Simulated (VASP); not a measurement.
# NaF (Fm-3m) in VASP: notebook

The runs below take NaF through relaxation of cell and atoms, with PBE.

All numbers are computed with VASP 6.6.1; they aren't measurements. Logs are shortened: lines on timing, memory, paths and dates and some standing lists are left out, and cuts for length are marked.

## (1) The cell of the first run

The structure is cubic, space group Fm-3m (No. 225). Conventional cell: a = 4.700 Å, b = 4.700 Å, c = 4.700 Å, α = 90.00°, β = 90.00°, γ = 90.00°. Within 3.1 Å of Na (site symmetry m-3m) lie 6 F at 2.35 Å. Within 3.1 Å of F (site symmetry m-3m) lie 6 Na at 2.35 Å.

## (2) Relaxation of cell and atoms, PBE

Contents of INCAR:

```
SYSTEM = NaF
PREC = Accurate
ENCUT = 600
EDIFF = 1E-7
ISMEAR = 0
SIGMA = 0.02
LREAL = .False.
LASPH = .True.
NELM = 80
ALGO = Normal
ISIF = 3
LWAVE = .False.
LCHARG = .False.
GGA = PE
IBRION = 2
NSW = 100
EDIFFG = -0.005
```

Contents of KPOINTS:

```
regular mesh
0
Gamma
  8 8 8
  0 0 0
```

Contents of POSCAR:

```
NaF
1.0
    0.0000000000      2.3499911996      2.3499911996
    2.3499911996      0.0000000000      2.3499911996
    2.3499911996      2.3499911996      0.0000000000
Na F
1 1
Direct
    0.0000000000      0.0000000000      0.0000000000
    0.5000000000      0.5000000000      0.5000000000
```

Potentials or basis: VASP PAW PBE potentials, release 64 (Na_pv, F).

Run with:

```
> cat potpaw_PBE.64/Na_pv/POTCAR potpaw_PBE.64/F/POTCAR > POTCAR
> mpirun -np 1 vasp_std > vasp.out
```

OUTCAR:

```text
SYSTEM = NaF
   PREC = Accurate
   ENCUT = 600
   EDIFF = 1E-7
   ISMEAR = 0
   LREAL = .False.
   LASPH = .True.
   NELM = 80
   ISIF = 3
   GGA = PE
   IBRION = 2
   NSW = 100
   EDIFFG = -0.005

 ion  position               nearest neighbor table
   1  0.000  0.000  0.000-
   2  0.500  0.500  0.500-

  LATTYP: Found a face centered cubic cell.
 ALAT       =     4.6999823992

  Lattice vectors:

 A1 = (   0.0000000000,   2.3499911996,   2.3499911996)
 A2 = (   2.3499911996,   0.0000000000,   2.3499911996)
 A3 = (   2.3499911996,   2.3499911996,   0.0000000000)

Analysis of symmetry for initial positions (statically):
=====================================================================
 Subroutine PRICEL returns:
 Original cell was already a primitive cell.

 Routine SETGRP: Setting up the symmetry group for a
 face centered cubic supercell.

 Subroutine GETGRP returns: Found 48 space group operations
 (whereof 48 operations were pure point group operations)
 out of a pool of 48 trial point group operations.

The static configuration has the point symmetry O_h .

Analysis of symmetry for dynamics (positions and initial velocities):
=====================================================================
 Subroutine PRICEL returns:
 Original cell was already a primitive cell.

 Routine SETGRP: Setting up the symmetry group for a
 face centered cubic supercell.

 Subroutine GETGRP returns: Found 48 space group operations
 (whereof 48 operations were pure point group operations)
 out of a pool of 48 trial point group operations.

The dynamic configuration has the point symmetry O_h .

 Subroutine INISYM returns: Found 48 space group operations
 (whereof 48 operations are pure point group operations),
 and found     1 'primitive' translations

----------------------------------------------------------------------------------------

                                     Primitive cell

  volume of cell :      25.9555

  direct lattice vectors                    reciprocal lattice vectors
     0.000000000  2.349991200  2.349991200    -0.212766754  0.212766754  0.212766754
     2.349991200  0.000000000  2.349991200     0.212766754 -0.212766754  0.212766754
     2.349991200  2.349991200  0.000000000     0.212766754  0.212766754 -0.212766754

  length of vectors
     3.323389426  3.323389426  3.323389426     0.368522828  0.368522828  0.368522828

  position of ions in fractional coordinates (direct lattice)
     0.000000000  0.000000000  0.000000000
     0.500000000  0.500000000  0.500000000

  ion indices of the primitive-cell ions
   primitive index   ion index
                 1           1
                 2           2

----------------------------------------------------------------------------------------

 KPOINTS: regular mesh

Automatic generation of k-mesh.
 Grid dimensions read from file:
 generate k-points for:    8    8    8

 Generating k-lattice:

  Cartesian coordinates                     Fractional coordinates (reciprocal lattice)
    -0.026595844  0.026595844  0.026595844     0.125000000  0.000000000  0.000000000
     0.026595844 -0.026595844  0.026595844     0.000000000  0.125000000  0.000000000
     0.026595844  0.026595844 -0.026595844     0.000000000  0.000000000  0.125000000

  Length of vectors
     0.046065354  0.046065354  0.046065354

  Shift w.r.t. Gamma in fractional coordinates (k-lattice)
     0.000000000  0.000000000  0.000000000

 Subroutine IBZKPT returns following result:
 ===========================================

 Found     29 irreducible k-points:

 Following reciprocal coordinates:
            Coordinates               Weight
  0.000000  0.000000  0.000000      1.000000
  0.125000  0.000000  0.000000      8.000000
  0.250000  0.000000  0.000000      8.000000
  0.375000  0.000000  0.000000      8.000000
  0.500000  0.000000  0.000000      4.000000
  0.125000  0.125000  0.000000      6.000000
[... 16 lines left out ...]
  0.500000  0.250000  0.125000     48.000000
 -0.375000  0.250000  0.125000     24.000000
 [... further k-points ...]
   k-points           NKPTS =     29   k-points in BZ     NKDIM =     29   number of bands    NBANDS=     11
   number of dos      NEDOS =    301   number of ions     NIONS =      2
   total plane-waves  NPLWV =  21952
   dimension x,y,z NGX =    28 NGY =   28 NGZ =   28
   dimension x,y,z NGXF=    56 NGYF=   56 NGZF=   56
   ions per type =               1   1
   NGX,Y,Z   is equivalent  to a cutoff of  14.01, 14.01, 14.01 a.u.
   NGXF,Y,Z  is equivalent  to a cutoff of  28.01, 28.01, 28.01 a.u.
 SYSTEM =  NaF
   PREC   = accura    normal or accurate (medium, high low for compatibility)
   ISTART =      0    job   : 0-new  1-cont  2-samecut
   ICHARG =      2    charge: 1-file 2-atom 10-const
   ISPIN  =      1    spin polarized calculation?
   LNONCOLLINEAR =      F non collinear calculations
   LSORBIT =      F    spin-orbit coupling
   LASPH  =      T    aspherical Exc in radial PAW
   ENCUT  =  600.0 eV  44.10 Ry    6.64 a.u.   6.64  6.64  6.64*2*pi/ulx,y,z
   NELM   =     80;   NELMIN=  2; NELMDL= -5     # of ELM steps
   EDIFF  = 0.1E-06   stopping-criterion for ELM
   LREAL  =      F    real-space projection
   EDIFFG = -.5E-02   stopping-criterion for IOM
   NSW    =    100    number of steps for IOM
   IBRION =      2    ionic relax: 0-MD 1-quasi-New 2-CG
   NFREE  =      1    steps in history (QN), initial steepest desc. (CG)
   ISIF   =      3    stress and relaxation
   ISYM   =      2    0-nonsym 1-usesym 2-fastsym
   POTIM  = 0.5000    time-step for ionic-motion
   TEBEG  =    0.0;   TEEND  =   0.0 temperature during run
   PSTRESS=    0.0 pullay stress
   NELECT =      14.0000    total number of electrons
   NUPDOWN=      -1.0000    fix difference up-down
   EMIN   =  10.00;   EMAX   =-10.00  energy-range for DOS
   EFERMI =   0.00;   METHOD = LEGACY
   ISMEAR =     0;   SIGMA  =   0.02  broadening in eV -4-tet -1-fermi 0-gaus
   EFERMI_NEDOS =   21; number of points for ismear=-14 and -15
   IALGO  =     38    algorithm
   IMIX   =      4    mixing-type and parameters
     AMIX     =   0.40;   BMIX     =  1.00
     AMIX_MAG =   1.60;   BMIX_MAG =  1.00
  volume/ion in A,a.u.               =      12.98        87.58
  Fermi-wavevector in a.u.,A,eV,Ry     =   1.332625  2.518296 24.162440  1.775889
  Thomas-Fermi vector in A             =   2.461545
   LORBIT       =      0    0 simple, 1 ext, 2 COOP (PROOUT), +10 PAW based schemes
   GGA     = PE    functional components
   LHFCALC =     F    Hartree Fock is set to
   AEXX    =    0.0000 exact exchange contribution
   IVDW    =     0    specifies the selected vdW correction
   LEPSILON=     F    determine dielectric tensor
   LRPA    =     F    only Hartree local field effects (RPA)
 conjugate gradient relaxation of ions
 non-spin polarized calculation
 Gauss-broadening in eV      SIGMA  =   0.02
  energy-cutoff  :      600.00
  volume of cell :       25.96
 maximum number of plane-waves:       893
   NGX = 13   NGY = 13   NGZ = 13

--------------------------------------- Ionic step        1  -------------------------------------------

 number of electron      14.0000002 magnetization

 Free energy of the ion-electron system (eV)
  ---------------------------------------------------
  ext. energy  EPLUGINS =         0.00000000
  ---------------------------------------------------
  free energy    TOTEN  =        -8.57120005 eV

  energy without entropy =       -8.57120005  energy(sigma->0) =       -8.57120005

------------------------ aborting loop because EDIFF is reached ----------------------------------------

  FORCE on cell =-STRESS in cart. coord.  units (eV):
  Direction    XX          YY          ZZ          XY          YZ          ZX
  --------------------------------------------------------------------------------------
  -------------------------------------------------------------------------------------
  Total       -0.0315625     -0.0315625     -0.0315625      0.0000000     -0.0000000      0.0000000
  in kB       -1.9482886     -1.9482886     -1.9482886      0.0000000     -0.0000000      0.0000000
  external PRESSURE =      -1.9482886 kB  Pullay stress =       0.0000000 kB
[... 57 lines left out ...]
  energy  without entropy=       -8.5712541125  energy(sigma->0) =       -8.57125411

--------------------------------------- Ionic step        3  -------------------------------------------

 number of electron      14.0000003 magnetization

 Free energy of the ion-electron system (eV)
  ---------------------------------------------------
  ext. energy  EPLUGINS =         0.00000000
  ---------------------------------------------------
  free energy    TOTEN  =        -8.57126471 eV

  energy without entropy =       -8.57126471  energy(sigma->0) =       -8.57126471

 E-fermi :  -2.1395     XC(G=0):  -8.9685

 val. band max:       -2.2524526353   @ k =   0.0000   0.0000   0.0000
 cond. band min:       3.8424695134   @ k =   0.0000   0.0000   0.0000
 fundamental gap:      6.0949221486
 Fermi energy:        -2.1395036053

 k-point     1 :       0.0000    0.0000    0.0000
  band No.  band energies     occupation
      1     -21.3622      2.00000
      2     -21.3163      2.00000
      3     -21.3163      2.00000
      4     -21.3163      2.00000
      5      -2.2525      2.00000
      6      -2.2525      2.00000
      7      -2.2525      2.00000
      8       3.8425      0.00000
      9      16.4447      0.00000
     10      16.4447      0.00000
     11      16.4447      0.00000
[... 309 lines left out ...]
 k-point    24 :      -0.3750    0.2500    0.1250
  band No.  band energies     occupation
      1     -21.8836      2.00000
      2     -21.3638      2.00000
      3     -21.3434      2.00000
      4     -20.6468      2.00000
      5      -3.4920      2.00000
      6      -2.7971      2.00000
      7      -2.5673      2.00000
      8       9.2794      0.00000
      9      10.1512      0.00000
     10      14.4613      0.00000
     11      16.2671      0.00000

 [... further k-points ...]
[... 5 lines left out ...]
  --------------------------------------------------------------------------------------
  -------------------------------------------------------------------------------------
  Total       -0.0082343     -0.0082343     -0.0082343      0.0000000     -0.0000000     -0.0000000
  in kB       -0.5098891     -0.5098891     -0.5098891      0.0000000     -0.0000000     -0.0000000
  external PRESSURE =      -0.5098891 kB  Pullay stress =       0.0000000 kB
[... 17 lines left out ...]
  FREE ENERGIE OF THE ION-ELECTRON SYSTEM (eV)
  ---------------------------------------------------
  free  energy   TOTEN  =        -8.5712647102 eV

  energy  without entropy=       -8.5712647102  energy(sigma->0) =       -8.57126471

 reached required accuracy - stopping structural energy minimisation
```

It took 21 s on 1 thread of Intel Xeon 6975P-C, shared host; peak memory 0.15 GiB.

What came out:

```yaml
Free_energy: -8.5713 eV
Relaxed_volume: 12.94 Å³/atom
Relaxed_cell: a = 3.320 Å, b = 3.320 Å, c = 3.320 Å, α = 60.00°, β = 60.00°, γ = 60.00°
Space_group_after_relaxing_to_0.05_Å: Fm-3m (No. 225)
Energy_gained_by_relaxing: 0.0 meV/atom
Ionic_steps: 3
Pressure_after_relaxing: -0.1 GPa
Band_gap_on_the_k_mesh: 6.09 eV, direct
```

Final structure:
```
Na F
1.0
     0.00000    2.34753    2.34753
     2.34753    0.00000    2.34753
     2.34753    2.34753    0.00000
Na F
1 1
Direct
  0.00000 0.00000 0.00000
  0.50000 0.50000 0.50000
```

## (3) Relaxation of cell and atoms, PBE, target pressure -1 GPa, at which the enthalpy is minimised

This run uses another cell than the first one, of 13.11 Å³/atom, 1.010 times its volume.

Contents of INCAR:

```
ALGO = Normal ; EDIFF = 1E-7
EDIFFG = -0.008 ; ENCUT = 600
GGA = PE ; IBRION = 2
ISIF = 3 ; ISMEAR = 0
LASPH = True ; LCHARG = False
LREAL = False ; LWAVE = False
NELM = 80 ; NSW = 70
PREC = Accurate ; PSTRESS = -10.0
SIGMA = 0.02
```

Contents of KPOINTS:

```
k-points
0
Gamma
  8 8 8
```

Contents of POSCAR:

```
NaF
1.0
    0.0000000000      2.3579558482      2.3579558482
    2.3579558482      0.0000000000      2.3579558482
    2.3579558482      2.3579558482      0.0000000000
Na F
1 1
Direct
    0.0000000000      0.0000000000      0.0000000000
    0.5000000000      0.5000000000      0.5000000000
```

Potentials or basis: VASP PAW PBE potentials, release 64 (Na_pv, F).

Run with:

```
> cat potpaw_PBE.64/Na_pv/POTCAR potpaw_PBE.64/F/POTCAR > POTCAR
> mpirun -np 1 vasp_std > vasp.out
```

Wall time 27 s (1 thread of Intel Xeon 6975P-C, shared host); peak memory 0.15 GiB.

It converged, with:

```yaml
Free_energy: -8.5702 eV
Relaxed_volume: 13.20 Å³/atom
Relaxed_cell: a = 3.343 Å, b = 3.343 Å, c = 3.343 Å, α = 60.00°, β = 60.00°, γ = 60.00°
Space_group_after_relaxing_to_0.05_Å: Fm-3m (No. 225)
Energy_change_on_relaxing_the_enthalpy_is_what_falls: +0.5 meV/atom
Ionic_steps: 3
Pressure_after_relaxing: -0.9 GPa
Band_gap_on_the_k_mesh: 5.99 eV, direct
```

The path:
```
step  energy change (eV)  largest force (eV/Å)  pressure (GPa)  volume (Å³)
   1              0.0000                0.0000           -0.64        26.22
   2              0.0005                0.0000           -0.83        26.33
   3              0.0009                0.0000           -0.95        26.41
```

Final structure:
```cif
data_structure
_symmetry_space_group_name_H-M 'P 1'
_symmetry_Int_Tables_number 1
_cell_length_a 3.3425
_cell_length_b 3.3425
_cell_length_c 3.3425
_cell_angle_alpha 60.000
_cell_angle_beta 60.000
_cell_angle_gamma 60.000
_cell_volume 26.41
loop_
_atom_site_label
_atom_site_type_symbol
_atom_site_fract_x
_atom_site_fract_y
_atom_site_fract_z
_atom_site_occupancy
Na1 Na 0.00000 0.00000 0.00000 1
F1 F 0.50000 0.50000 0.50000 1
```

Levels at points of the mesh, in eV from the valence-band top:
| k point | band 4 | band 5 | band 6 | band 7 | band 8 | band 9 | band 10 | band 11 |
| --- | --- | --- | --- | --- | --- | --- | --- | --- |
| (0.00, 0.00, 0.00) | -19.08 | 0.00 | 0.00 | 0.00 | 5.99 | 18.55 | 18.55 | 18.55 |
| (0.50, 0.00, 0.00) | -18.32 | -1.46 | -0.23 | -0.23 | 10.42 | 11.97 | 19.47 | 19.47 |
| (0.50, 0.50, 0.00) | -18.86 | -1.18 | -0.38 | -0.38 | 12.67 | 13.03 | 13.10 | 19.00 |

Caveat: the cell is relaxed towards a set pressure, so the enthalpy falls and the energy may rise.

(Part 1 of 2 ends here.)
